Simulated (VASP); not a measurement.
Al3N, 4 atoms in the cell. The cell holds a slab with vacuum, 4 atoms: a = 2.823 Å, b = 2.823 Å, c = 19.601 Å, α = 90.00°, β = 90.00°, γ = 90.00°. 

```yaml
Program: VASP 6.6.1
Task: relaxation of the atoms
Functional: r2SCAN
Potentials_or_basis: VASP PAW PBE potentials, release 64 (Al, N)
Cutoff: 520 eV
k_mesh: 9 × 9 × 1
Occupations: gaussian, width 0.1 eV
Spin: no spin polarisation
Dipole_correction: yes
Atoms_held_fixed_from_0: "[0, 1, 2]"
Further_INCAR_settings: ALGO = Normal; EDIFF = 1e-06; IBRION = 2; EDIFFG = -0.025; NSW = 36
Atoms_held_along_some_axes_from_0: atom 3 along a and b
```

Potentials or basis: VASP PAW PBE potentials, release 64 (Al, N).

Launch:

```bash
$ cat potpaw_PBE.64/Al/POTCAR potpaw_PBE.64/N/POTCAR > POTCAR
$ cp INCAR.step1 INCAR
$ mpirun -np 1 vasp_std > vasp.out
$ cp INCAR.step2 INCAR
$ mpirun -np 1 vasp_std > vasp.out
```

Hardware: 1 thread of AMD EPYC 9R45 96-Core Processor (Zen 5) (shared host).

Estimate the wall time of this run.

It took 10 min on 1 thread of AMD EPYC 9R45 96-Core Processor (Zen 5) (shared host), peak memory 0.31 GiB. Counts: k points 41, ion steps 3.
